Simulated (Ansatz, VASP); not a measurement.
Two plane-wave programs on Hg

File INCAR:

```
SYSTEM = Hg
ALGO     = Normal         ! electronic algorithm
EDIFF    = 1E-6           ! SCF threshold, eV
ENCUT    = 520            ! plane-wave cutoff, eV
GGA      = PS             ! functional
ISIF     = 2              ! what is computed and relaxed
ISMEAR   = 0              ! smearing method
LASPH    = .True.         ! aspherical terms in the spheres
LCHARG   = .False.        ! write CHGCAR
LREAL    = .False.        ! projectors in reciprocal space
LWAVE    = .False.        ! write WAVECAR
NBANDS   = 12             ! bands
NELM     = 80             ! most SCF steps
PREC     = Accurate       ! precision mode
SIGMA    = 0.02           ! smearing width, eV
```

The input KPOINTS:

```
k-points
0
Gamma
  10 10 4
  0 0 0
```

File POSCAR:

```
Hg
1.0
    3.4143447813      0.0210791264     -0.0676697475
    1.7238809718      2.9312464987     -0.0012752509
   -0.1518070024      1.9588833221      8.4518484894
Hg
1
Direct
    0.5000000000      0.0000000000      0.0000000000
```

Input for Ansatz:

```yaml
crystal:
  lattice:
    - [3.4143447813, 0.0210791264, -0.0676697475]
    - [1.7238809718, 2.9312464987, -0.0012752509]
    - [-0.1518070024, 1.9588833221, 8.4518484894]
  atoms:
    - { symbol: Hg, position: [0.5, 0.0, 0.0] }
basis:
  ecutwfc: 420
kpoints:
  mp_grid: { grid: [10, 10, 4] }
hamiltonian:
  xc: pbesol
scf:
  occupations: { method: gaussian, width: 0.02 }
output:
  forces: true
  stress: true
  eigenvalues: true
```

Alike in both runs: task single point; functional PBEsol; k mesh 10 × 10 × 4; occupations gaussian, width 0.02 eV; no spin polarisation.

```csv
,VASP,Ansatz
version,VASP 6.6.1,Ansatz 0.2.0
potentials or method,"VASP PAW PBE potentials, release 64 (Hg), cutoff 520 eV","scalar-relativistic, plane waves, PAW"
valence electrons in the cell,12,20
```

|  | VASP | Ansatz | Ansatz less VASP |
| --- | --- | --- | --- |
| gap on the k mesh at the Fermi level (eV) | 1.33 | 1.32 | -0.010 |
| least direct gap on the mesh (eV) | 1.68 | 1.67 | -0.014 |
| pressure (GPa) | -0.4 | -0.4 | 0.00 |
| traceless stress, the component that is largest in VASP (GPa) | 0.38 | 0.41 | +0.031 |

VASP's potentials were made for PBE, not for PBEsol. VASP's potentials hold 12 valence electrons a cell and Ansatz's 20, so a difference there can come from the potentials and not from the codes.

Spin-orbit coupling is off throughout.
